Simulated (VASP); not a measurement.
# Pd in VASP: a series of runs, part 2 of 2

VASP 6.6.1. The steps go on from the part before.

### 4 Single point, PBE

INCAR reads:

```
PREC = Accurate
ENCUT = 520
EDIFF = 1E-7
ISMEAR = -1
SIGMA = 0.1
LREAL = F
LASPH = T
NELM = 60
ALGO = Normal
ISIF = 2
LWAVE = F
LCHARG = F
LDIPOL = T
IDIPOL = 3
DIPOL = 0.5 0.5 0.500
GGA = PE
NBANDS = 22
```

KPOINTS reads:

```
Automatic mesh
0
Gamma
  12 8 1
```

POSCAR reads:

```
Pd
1.0
    2.7903171809      0.0000000000      0.0000000000
    0.0000000000      3.9461044005      0.0000000000
    0.0000000000      0.0000000000     18.7903000000
Pd
3
Direct
    0.0000000000      0.0000000000      0.4296151601
    0.5000000000      0.5000000000      0.5000000044
    0.0000000000      0.0000000000      0.5703848355
```

Potentials or basis: VASP PAW PBE potentials, release 64 (Pd).

Started as:

```
$ cat potpaw_PBE.64/Pd/POTCAR > POTCAR
$ mpirun -np 1 vasp_std > vasp.out
```

OUTCAR:

```text
PREC = Accurate
   ENCUT = 520
   EDIFF = 1E-7
   ISMEAR = -1
   LREAL = F
   LASPH = T
   NELM = 60
   ISIF = 2
   GGA = PE

 ion  position               nearest neighbor table
   1  0.000  0.000  0.430-   3 2.65   2 2.75   2 2.75   2 2.75   2 2.75
   2  0.500  0.500  0.500-   3 2.75   3 2.75   3 2.75   3 2.75   1 2.75   1 2.75   1 2.75   1 2.75

   3  0.000  0.000  0.570-   1 2.65   2 2.75   2 2.75   2 2.75   2 2.75

  LATTYP: Found a simple orthorhombic cell.
 ALAT       =     2.7903171809
 B/A-ratio  =     1.4142135624
 C/A-ratio  =     6.7341089854

  Lattice vectors:

 A1 = (   2.7903171809,   0.0000000000,   0.0000000000)
 A2 = (   0.0000000000,   3.9461044005,   0.0000000000)
 A3 = (   0.0000000000,   0.0000000000,  18.7903000000)

Analysis of symmetry for initial positions (statically):
=====================================================================
 Subroutine PRICEL returns:
 Original cell was already a primitive cell.

 Routine SETGRP: Setting up the symmetry group for a
[... 173 lines left out ...]

 E-fermi :  -1.5831     XC(G=0):  -3.8456

 val. band max:       -1.5853405835   @ k =   0.4167   0.1250   0.0000
 cond. band min:      -1.5769228606   @ k =   0.2500   0.1250   0.0000
 fundamental gap:      0.0084177229
 Fermi energy:        -1.5831464371

 k-point     1 :       0.0000    0.0000    0.0000
  band No.  band energies     occupation
      1      -6.9366      2.00000
      2      -5.9677      2.00000
      3      -5.1067      2.00000
      4      -4.8738      2.00000
      5      -4.1878      2.00000
      6      -4.0087      2.00000
[... 589 lines left out ...]
     21       4.8371      0.00000
     22       4.9189      0.00000

 [... further k-points ...]

------------------------ aborting loop because EDIFF is reached ----------------------------------------

 vacuum level on the upper side and lower side of the slab       (xc-potential included)        -0.075        -0.075

  FORCE on cell =-STRESS in cart. coord.  units (eV):
  Direction    XX          YY          ZZ          XY          YZ          ZX
  --------------------------------------------------------------------------------------
  -------------------------------------------------------------------------------------
  Total       -2.3049741     -1.5256633     -0.0928584     -0.0000000      0.0000000      0.0000000
  in kB      -17.8492830    -11.8144477     -0.7190778     -0.0000000      0.0000000      0.0000000
  external PRESSURE =     -10.1276029 kB  Pullay stress =       0.0000000 kB

 VOLUME and BASIS-vectors are now :
 -----------------------------------------------------------------------------
  energy-cutoff  :      520.00
  volume of cell :      206.90
      direct lattice vectors                 reciprocal lattice vectors
     2.790317181  0.000000000  0.000000000     0.358382196  0.000000000  0.000000000
     0.000000000  3.946104400  0.000000000     0.000000000  0.253414481  0.000000000
     0.000000000  0.000000000 18.790300000     0.000000000  0.000000000  0.053218948

 POSITION                                       TOTAL-FORCE (eV/Angst)
 -----------------------------------------------------------------------------------
      0.00000      0.00000      8.07260         0.000000      0.000000      0.026511
      1.39516      1.97305      9.39515         0.000000      0.000000      0.000000
      0.00000      0.00000     10.71770         0.000000      0.000000     -0.026511
 -----------------------------------------------------------------------------------
    total drift:                                0.000000      0.000000     -0.000014

  FREE ENERGIE OF THE ION-ELECTRON SYSTEM (eV)
  ---------------------------------------------------
  free  energy   TOTEN  =       -13.5728821024 eV

  energy  without entropy=      -13.3285712591  energy(sigma->0) =      -13.45072668

 vacuum level on the upper side and lower side of the slab         3.017         3.017
```

OSZICAR:

```text
N       E                     dE             d eps       ncg     rms          rms(c)
DAV:   1     0.181199108076E+03    0.18120E+03   -0.11828E+04  1540   0.108E+03
DAV:   2    -0.586269940688E+01   -0.18706E+03   -0.17011E+03  2016   0.220E+02
DAV:   3    -0.141803844530E+02   -0.83177E+01   -0.78468E+01  1722   0.491E+01
[... 16 lines left out ...]
DAV:  20    -0.135728755665E+02   -0.23649E-04   -0.17477E-06  1500   0.308E-03    0.413E-04
DAV:  21    -0.135728793654E+02   -0.37989E-05   -0.15248E-07  1274   0.990E-04    0.216E-04
DAV:  22    -0.135728815620E+02   -0.21966E-05   -0.12471E-07  1230   0.743E-04    0.796E-05
DAV:  23    -0.135728820661E+02   -0.50402E-06   -0.31323E-08  1046   0.357E-04    0.333E-05
DAV:  24    -0.135728821024E+02   -0.36355E-07   -0.30180E-09  1046   0.154E-04
   1 F= -.13572882E+02 E0= -.13450727E+02  d E =-.244311E+00
```

stdout:

```text
POSCAR found type information on POSCAR Pd
 POSCAR found :  1 types and       3 ions
 scaLAPACK will be used
 LDA part: xc-table for (Slater+PW92), standard interpolation
 POSCAR, INCAR and KPOINTS ok, starting setup
 FFT: planning ... GRIDC
 FFT: planning ... GRID_SOFT
 FFT: planning ... GRID
 WAVECAR not read
 entering main loop
```

Wall time 1.7 min (1 thread of AMD EPYC 9R45 (Zen 5), shared host); peak memory 0.33 GiB.

What came out:

- Free energy: -13.5729 eV
- Largest force: 0.027 eV/Å
- Band gap on the k mesh: zero (bands 15 and 16 overlap by 0.28 eV)

Forces on the atoms (eV/Å):
```
Pd   0.000  0.000  0.027
Pd   0.000  0.000  0.000
Pd   0.000  0.000 -0.027
```

Levels at points of the mesh, in eV from the Fermi level:
| k point | band 13 | band 14 | band 15 | band 16 | band 17 | band 18 |
| --- | --- | --- | --- | --- | --- | --- |
| (0.00, 0.00, 0.00) | -0.76 | -0.62 | -0.23 | -0.08 | 0.22 | 2.36 |
| (0.50, 0.00, 0.00) | -0.10 | 0.12 | 0.16 | 2.61 | 2.89 | 3.63 |
| (0.00, 0.50, 0.00) | -0.39 | -0.30 | -0.15 | 0.16 | 0.17 | 1.82 |
| (0.50, 0.50, 0.00) | 0.04 | 0.06 | 0.07 | 2.89 | 3.33 | 6.82 |

### 5 Single point, PBE

INCAR reads:

```
SYSTEM = Pd
  PREC = Accurate
  ENCUT = 520
  EDIFF = 1E-7
  ISMEAR = -1
  SIGMA = 0.1
  LREAL = .False.
  LASPH = .True.
  NELM = 80
  ALGO = Normal
  ISIF = 2
  LWAVE = .False.
  LCHARG = .False.
  GGA = PE
  NBANDS = 22
```

KPOINTS reads:

```
Automatic mesh
0
Gamma
  12 8 1
  0 0 0
```

POSCAR is that of step 4.

Started as:

```
$ cat potpaw_PBE.64/Pd/POTCAR > POTCAR
$ mpirun -np 1 vasp_std > vasp.out
```

Wall time 97 s (1 thread of AMD EPYC 9R45 (Zen 5), shared host); peak memory 0.33 GiB.

Results (log left out):

```yaml
Free_energy: -13.5729 eV
Largest_force: 0.027 eV/Å
Band_gap_on_the_k_mesh: zero (bands 15 and 16 overlap by 0.28 eV)
```

Forces in eV/Å, atoms in the order of the input:
```
Pd   0.000  0.000  0.027
Pd   0.000  0.000  0.000
Pd   0.000  0.000 -0.027
```

Levels at points of the mesh, in eV from the Fermi level:
```
           k point  band 13  band 14  band 15  band 16  band 17  band 18
(0.00, 0.00, 0.00)    -0.76    -0.62    -0.23    -0.08     0.22     2.36
(0.50, 0.00, 0.00)    -0.10     0.12     0.16     2.61     2.89     3.63
(0.00, 0.50, 0.00)    -0.39    -0.30    -0.15     0.16     0.17     1.82
(0.50, 0.50, 0.00)     0.04     0.06     0.07     2.89     3.33     6.82
```

Caveat: there is no dipole correction, which matters where the two faces differ.

### 6 Single point, PBE

This run uses another cell than the first one.

INCAR reads:

```
PREC     = Accurate       # precision mode
ENCUT    = 520            # plane-wave cutoff, eV
EDIFF    = 1E-6           # SCF threshold, eV
ISMEAR   = -1             # smearing method
SIGMA    = 0.1            # smearing width, eV
LREAL    = F              # projectors in reciprocal space
LASPH    = T              # aspherical terms in the spheres
NELM     = 100            # most SCF steps
ALGO     = Normal         # electronic algorithm
ISIF     = 2              # what is computed and relaxed
LWAVE    = F              # write WAVECAR
LCHARG   = F              # write CHGCAR
LDIPOL   = T            
IDIPOL   = 3            
DIPOL    = 0.5 0.5 0.500
GGA      = PE             # functional
NBANDS   = 22             # bands
```

KPOINTS reads:

```
Automatic mesh
0
Gamma
  12 8 1
```

POSCAR reads:

```
Pd
1.0
    2.7903171809      0.0000000000      0.0000000000
    0.0000000000      3.9461044005      0.0000000000
    0.0000000000      0.0000000000     24.6451000000
Pd
3
Direct
    0.0000000000      0.0000000000      0.4463360986
    0.5000000000      0.5000000000      0.5000000050
    0.0000000000      0.0000000000      0.5536639014
```

Potentials or basis: VASP PAW PBE potentials, release 64 (Pd).

Started as:

```
$ cat potpaw_PBE.64/Pd/POTCAR > POTCAR
$ mpirun -np 1 vasp_std > vasp.out
```

OUTCAR:

```text
PREC = Accurate
   ENCUT = 520
   EDIFF = 1E-6
   ISMEAR = -1
   LREAL = F
   LASPH = T
   NELM = 100
   ISIF = 2
   GGA = PE

 ion  position               nearest neighbor table
   1  0.000  0.000  0.446-   3 2.65   2 2.75   2 2.75   2 2.75   2 2.75
   2  0.500  0.500  0.500-   3 2.75   3 2.75   3 2.75   3 2.75   1 2.75   1 2.75   1 2.75   1 2.75

   3  0.000  0.000  0.554-   1 2.65   2 2.75   2 2.75   2 2.75   2 2.75

  LATTYP: Found a simple orthorhombic cell.
 ALAT       =     2.7903171809
 B/A-ratio  =     1.4142135624
 C/A-ratio  =     8.8323650690

  Lattice vectors:

 A1 = (   2.7903171809,   0.0000000000,   0.0000000000)
 A2 = (   0.0000000000,   3.9461044005,   0.0000000000)
 A3 = (   0.0000000000,   0.0000000000,  24.6451000000)

Analysis of symmetry for initial positions (statically):
=====================================================================
 Subroutine PRICEL returns:
 Original cell was already a primitive cell.

 Routine SETGRP: Setting up the symmetry group for a
 simple orthorhombic supercell.

 Subroutine GETGRP returns: Found  8 space group operations
 (whereof  8 operations were pure point group operations)
 out of a pool of  8 trial point group operations.

The static configuration has the point symmetry D_2h.

Analysis of symmetry for dynamics (positions and initial velocities):
=====================================================================
 Subroutine PRICEL returns:
 Original cell was already a primitive cell.

 Routine SETGRP: Setting up the symmetry group for a
 simple orthorhombic supercell.

 Subroutine GETGRP returns: Found  8 space group operations
[... 120 lines left out ...]
   ISMEAR =    -1;   SIGMA  =   0.10  broadening in eV -4-tet -1-fermi 0-gaus
   EFERMI_NEDOS =   21; number of points for ismear=-14 and -15
   IALGO  =     38    algorithm
   IMIX   =      4    mixing-type and parameters
     AMIX     =   0.40;   BMIX     =  1.00
     AMIX_MAG =   1.60;   BMIX_MAG =  1.00
  volume/ion in A,a.u.               =      90.45       610.42
  Fermi-wavevector in a.u.,A,eV,Ry     =   0.785714  1.484784  8.399503  0.617346
  Thomas-Fermi vector in A             =   1.890106
   LORBIT       =      0    0 simple, 1 ext, 2 COOP (PROOUT), +10 PAW based schemes
   GGA     = PE    functional components
   LHFCALC =     F    Hartree Fock is set to
   AEXX    =    0.0000 exact exchange contribution
   IVDW    =     0    specifies the selected vdW correction
   LEPSILON=     F    determine dielectric tensor
   LRPA    =     F    only Hartree local field effects (RPA)
 non-spin polarized calculation
  energy-cutoff  :      520.00
  volume of cell :      271.36
 maximum number of plane-waves:      7382
 NGX is ok and might be reduce to    24
   NGX = 11   NGY = 15   NGZ = 91

 number of electron      30.0000003 magnetization

 dipolmoment           0.000000      0.000000     -0.000001 electrons x Angstroem

 Free energy of the ion-electron system (eV)
  ---------------------------------------------------
  ext. energy  EPLUGINS =         0.00000000
  ---------------------------------------------------
  free energy    TOTEN  =       -13.57338468 eV

  energy without entropy =      -13.32907368  energy(sigma->0) =      -13.45122918

 E-fermi :  -2.3123     XC(G=0):  -2.9447

 val. band max:       -2.3145192645   @ k =   0.4167   0.1250   0.0000
 cond. band min:      -2.3060986776   @ k =   0.2500   0.1250   0.0000
 fundamental gap:      0.0084205869
 Fermi energy:        -2.3123214716

 k-point     1 :       0.0000    0.0000    0.0000
  band No.  band energies     occupation
      1      -7.6658      2.00000
      2      -6.6969      2.00000
      3      -5.8359      2.00000
      4      -5.6030      2.00000
      5      -4.9169      2.00000
      6      -4.7379      2.00000
[... 589 lines left out ...]
     21       4.0236      0.00000
     22       4.1866      0.00000

 [... further k-points ...]

------------------------ aborting loop because EDIFF is reached ----------------------------------------

 vacuum level on the upper side and lower side of the slab       (xc-potential included)        -0.007        -0.007

  FORCE on cell =-STRESS in cart. coord.  units (eV):
  Direction    XX          YY          ZZ          XY          YZ          ZX
  --------------------------------------------------------------------------------------
  -------------------------------------------------------------------------------------
  Total       -2.3053088     -1.5257366     -0.0933977     -0.0000000      0.0000000      0.0000000
  in kB      -13.6109037     -9.0081875     -0.5514348     -0.0000000      0.0000000      0.0000000
  external PRESSURE =      -7.7235087 kB  Pullay stress =       0.0000000 kB

 VOLUME and BASIS-vectors are now :
 -----------------------------------------------------------------------------
  energy-cutoff  :      520.00
  volume of cell :      271.36
      direct lattice vectors                 reciprocal lattice vectors
     2.790317181  0.000000000  0.000000000     0.358382196  0.000000000  0.000000000
     0.000000000  3.946104400  0.000000000     0.000000000  0.253414481  0.000000000
     0.000000000  0.000000000 24.645100000     0.000000000  0.000000000  0.040576017

 POSITION                                       TOTAL-FORCE (eV/Angst)
 -----------------------------------------------------------------------------------
      0.00000      0.00000     11.00000         0.000000      0.000000      0.026039
      1.39516      1.97305     12.32255         0.000000      0.000000      0.000000
      0.00000      0.00000     13.64510         0.000000      0.000000     -0.026039
 -----------------------------------------------------------------------------------
    total drift:                                0.000000     -0.000000     -0.000118

  FREE ENERGIE OF THE ION-ELECTRON SYSTEM (eV)
  ---------------------------------------------------
  free  energy   TOTEN  =       -13.5733846760 eV

  energy  without entropy=      -13.3290736787  energy(sigma->0) =      -13.45122918

 vacuum level on the upper side and lower side of the slab         2.331         2.331
```

OSZICAR:

```text
N       E                     dE             d eps       ncg     rms          rms(c)
DAV:   1     0.192685804505E+03    0.19269E+03   -0.10909E+04  1540   0.103E+03
DAV:   2    -0.348495381352E+01   -0.19617E+03   -0.17732E+03  2166   0.207E+02
DAV:   3    -0.141191734695E+02   -0.10634E+02   -0.10041E+02  1784   0.525E+01
[... 15 lines left out ...]
DAV:  19    -0.135733607365E+02   -0.30813E-04   -0.17705E-06  1384   0.345E-03    0.654E-04
DAV:  20    -0.135733793735E+02   -0.18637E-04   -0.11731E-06  1328   0.241E-03    0.282E-04
DAV:  21    -0.135733827222E+02   -0.33487E-05   -0.11638E-07  1152   0.906E-04    0.180E-04
DAV:  22    -0.135733843606E+02   -0.16384E-05   -0.86936E-08  1140   0.663E-04    0.551E-05
DAV:  23    -0.135733846760E+02   -0.31538E-06   -0.20405E-08  1088   0.352E-04
   1 F= -.13573385E+02 E0= -.13451229E+02  d E =-.244311E+00
```

Wall time 2.1 min (1 thread of AMD EPYC 9R45 (Zen 5), shared host); peak memory 0.43 GiB.

Results:

* Free energy: -13.5734 eV
* Largest force: 0.026 eV/Å
* Band gap on the k mesh: zero (bands 15 and 16 overlap by 0.28 eV)

Forces in eV/Å, atoms in the order of the input:
```
Pd   0.000  0.000  0.026
Pd   0.000  0.000  0.000
Pd   0.000  0.000 -0.026
```

### 7 Single point, PBE

This run uses another cell than the first one.

INCAR reads:

```
SYSTEM = Pd
  PREC = Accurate
  ENCUT = 520
  EDIFF = 1E-6
  ISMEAR = -1
  SIGMA = 0.1
  LREAL = .FALSE.
  LASPH = .TRUE.
  NELM = 100
  ALGO = Normal
  ISIF = 2
  LWAVE = .FALSE.
  LCHARG = .FALSE.
  LDIPOL = .TRUE.
  IDIPOL = 3
  DIPOL = 0.5 0.5 0.500
  GGA = PE
  NBANDS = 22
```

KPOINTS reads:

```
regular mesh
0
G
  12 8 1
  0 0 0
```

POSCAR is that of step 6.

Started as:

```
$ cat potpaw_PBE.64/Pd/POTCAR > POTCAR
$ mpirun -np 1 vasp_std > vasp.out
```

It took 4.4 min on 1 thread of Intel Xeon Platinum 8375C at 2.90GHz (Ice Lake), shared host; peak memory 0.46 GiB.

It converged, with:

| Quantity | Value |
| --- | --- |
| Free energy | -13.5734 eV |
| Largest force | 0.026 eV/Å |
| Band gap on the k mesh | zero (bands 15 and 16 overlap by 0.28 eV) |

Forces on the atoms (eV/Å):
```
Pd   0.000  0.000  0.026
Pd   0.000  0.000  0.000
Pd   0.000  0.000 -0.026
```

Levels at points of the mesh, in eV from the Fermi level:
| k point | band 12 | band 13 | band 14 | band 15 | band 16 | band 17 | band 18 | band 19 |
| --- | --- | --- | --- | --- | --- | --- | --- | --- |
| (0.00, 0.00, 0.00) | -1.05 | -0.76 | -0.62 | -0.23 | -0.08 | 0.22 | 2.36 | 4.45 |
| (0.50, 0.00, 0.00) | -0.16 | -0.10 | 0.12 | 0.16 | 2.61 | 2.89 | 3.63 | 5.70 |
| (0.00, 0.50, 0.00) | -0.95 | -0.39 | -0.30 | -0.15 | 0.16 | 0.17 | 1.82 | 2.30 |
| (0.50, 0.50, 0.00) | -0.72 | 0.04 | 0.06 | 0.07 | 2.89 | 3.33 | 6.82 | 7.01 |

### 8 The runs side by side

```csv
cell,dipole correction,gap on the mesh (eV),largest force (eV/Å)
"a = 2.790, b = 3.946, c = 18.790 Å, 3 atoms, atomic positions A",yes,none,0.58
"a = 2.790, b = 3.946, c = 18.790 Å, 3 atoms, atomic positions B",yes,none,0.03
"a = 2.790, b = 3.946, c = 18.790 Å, 3 atoms, atomic positions B",no,none,0.03
"a = 2.790, b = 3.946, c = 24.645 Å, 3 atoms, atomic positions B",yes,none,0.03
```

Alike in all rows: task single point; level PBE; potentials or basis VASP PAW PBE potentials, release 64 (Pd); no spin polarisation; k mesh 12 × 8 × 1; cutoff (eV) 520; smearing fermi-dirac 0.1 eV.

Caveats: there is no dipole correction, which matters where the two faces differ (at least some runs).

Absolute energies hang on the potentials; compare differences alone.
